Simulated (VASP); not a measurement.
Wanted: the native input for a VASP 6.6.1 run.

```
Task                   : single point
Functional             : RPBE
Potentials or basis    : VASP PAW PBE potentials, release 64 (K_sv)
Cutoff                 : 520 eV
k mesh                 : 12 × 12 × 12
Occupations            : fermi-dirac, width 0.1 eV
Spin                   : no spin polarisation
Dipole correction      : no
Further INCAR settings : ALGO = Normal; EDIFF = 1e-06; NBANDS = 10
```

The structure of K lies in POSCAR:

```
K
1.0
    4.4220872859      0.0000000000      0.0000000000
    0.0000000000      4.4220872859      0.0000000000
    0.0000000000      0.0000000000      4.4220872859
K
1
Direct
    0.0000000000      0.0000000000      0.0000000000
```

This isn't the form of K at room conditions, which is bcc.

These files were run (other wordings do the same):

INCAR

```
SYSTEM = K
  PREC = Accurate
  ENCUT = 520
  EDIFF = 1E-6
  ISMEAR = -1
  SIGMA = 0.1
  LREAL = .False.
  LASPH = .True.
  NELM = 60
  ALGO = Normal
  ISIF = 2
  LWAVE = .False.
  LCHARG = .True.
  GGA = RP
  LELF = .True.
  LVHAR = .True.
  NBANDS = 10
```

KPOINTS

```
Automatic mesh
0
Gamma
  12 12 12
  0 0 0
```

Potentials or basis: VASP PAW PBE potentials, release 64 (K_sv).

Command:

```console
$ cat potpaw_PBE.64/K_sv/POTCAR > POTCAR
$ mpirun -np 1 vasp_std > vasp.out
```

It gave:

* Pressure: 0.0 GPa
* Band gap on the k mesh: zero (an odd number of electrons rules out a gap without spin polarisation)

Caveat: the PAW data sets were made with another functional, which shifts forces and pressure a little.

It took 26 s on 1 thread of Intel(R) Xeon(R) 6975P-C (Granite Rapids), on a shared host, peak memory 0.23 GiB.
